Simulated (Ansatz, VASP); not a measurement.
**BaTiO3: VASP beside Ansatz**

The input POSCAR:

```
BaTiO3
1.0
    3.6468335212      0.0000000000      0.0000000000
    0.0000000000      3.6468335212      0.0000000000
    0.0000000000      0.0000000000      3.6468335212
Ba Ti O
1 1 3
Direct
    0.5000000000      0.5000000000      0.5000000000
    0.0000000000      0.0000000000      0.0000000000
    0.5000000000      0.0000000000      0.0000000000
    0.0000000000      0.5000000000      0.0000000000
    0.0000000000      0.0000000000      0.5000000000
```

File INCAR.step1:

```
SYSTEM = BaTiO3
ALGO     = Normal         ! electronic algorithm
EDIFF    = 1E-4           ! SCF threshold, eV
ENCUT    = 520            ! plane-wave cutoff, eV
GGA      = PE             ! functional
ISMEAR   = 0              ! smearing method
LASPH    = .TRUE.         ! aspherical terms in the spheres
LCHARG   = .FALSE.        ! write CHGCAR
LREAL    = .FALSE.        ! projectors in reciprocal space
LWAVE    = .TRUE.         ! write WAVECAR
NBANDS   = 28             ! bands
NELM     = 80             ! most SCF steps
PREC     = Accurate       ! precision mode
SIGMA    = 0.02           ! smearing width, eV
```

INCAR.step2

```
SYSTEM = BaTiO3
ALGO     = Normal         ! electronic algorithm
EDIFF    = 1E-6           ! SCF threshold, eV
ENCUT    = 520            ! plane-wave cutoff, eV
ISIF     = 2              ! what is computed and relaxed
ISMEAR   = 0              ! smearing method
ISTART   = 1            
LASPH    = .TRUE.         ! aspherical terms in the spheres
LCHARG   = .FALSE.        ! write CHGCAR
LMIXTAU  = .TRUE.       
LREAL    = .FALSE.        ! projectors in reciprocal space
LWAVE    = .FALSE.        ! write WAVECAR
METAGGA  = R2SCAN         ! meta-GGA
NBANDS   = 28             ! bands
NELM     = 80             ! most SCF steps
PREC     = Accurate       ! precision mode
SIGMA    = 0.02           ! smearing width, eV
```

KPOINTS

```
k-points
0
G
  8 8 8
  0 0 0
```

Input for Ansatz:

```yaml
crystal:
  lattice:
    - [3.6468335212, 0.0, 0.0]
    - [0.0, 3.6468335212, 0.0]
    - [0.0, 0.0, 3.6468335212]
  atoms:
    - { symbol: Ba, position: [0.5, 0.5, 0.5] }
    - { symbol: Ti, position: [0.0, 0.0, 0.0] }
    - { symbol: O, position: [0.5, 0.0, 0.0] }
    - { symbol: O, position: [0.0, 0.5, 0.0] }
    - { symbol: O, position: [0.0, 0.0, 0.5] }
basis:
  ecutwfc: 500
kpoints:
  mp_grid: { grid: [8, 8, 8] }
  band_path: { path: [VBM, CBM], npoints: 2 }
hamiltonian:
  xc: r2scan
scf:
  occupations: { method: gaussian, width: 0.02 }
output:
  forces: true
  stress: true
  eigenvalues: true
checkpoint:
  read: start.run
  write: ck
  compress: false
  write_wavefunctions: false
  write_every: 100000
```

Alike in both runs: task single point; functional r2SCAN; k mesh 8 × 8 × 8; occupations gaussian, width 0.02 eV; no spin polarisation.

|  | VASP | Ansatz |
| --- | --- | --- |
| version | VASP 6.6.1 | Ansatz 0.2.0 |
| potentials or method | VASP PAW PBE potentials, release 64 (Ba_sv, Ti_sv, O), cutoff 520 eV | scalar-relativistic, plane waves, PAW |
| valence electrons in the cell | 40 | 40 |

|  | VASP | Ansatz | Ansatz less VASP |
| --- | --- | --- | --- |
| gap on the k mesh at the Fermi level (eV) | 2.42 | 2.41 | -0.007 |
| least direct gap on the mesh (eV) | 2.42 | 2.41 | -0.007 |

VASP's potentials were made for PBE, not for r2SCAN.

Neither program's run includes spin-orbit coupling.
